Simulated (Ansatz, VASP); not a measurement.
# Rh in VASP and in Ansatz

```
Rh
1.0
     2.72440    0.00000    0.00000
    -1.36220    2.35940    0.00000
     0.00000    0.00000    4.38990
Rh
2
Direct
  0.33333 0.66667 0.25000
  0.66667 0.33333 0.75000
```

Alike in both runs: functional PBE; k mesh 17 × 17 × 10; occupations fermi-dirac, width 0.05 eV; non-collinear spin, spin-orbit coupling.

Ansatz relaxed the structure, and its values are those at the end. VASP's run is a single point on that final structure, the one shown.

|  | VASP | Ansatz |
| --- | --- | --- |
| version | VASP 6.6.1 | Ansatz 0.2.0 |
| potentials or method | VASP PAW PBE potentials, release 64 (Rh_pv), cutoff 500 eV | all-electron LAPW |

Ansatz gave:

```
pressure (GPa) : 0.0
```

Which values does VASP return?

Pressure (GPa): 0.3.

Ansatz ran all-electron here, and VASP with PAW potentials.
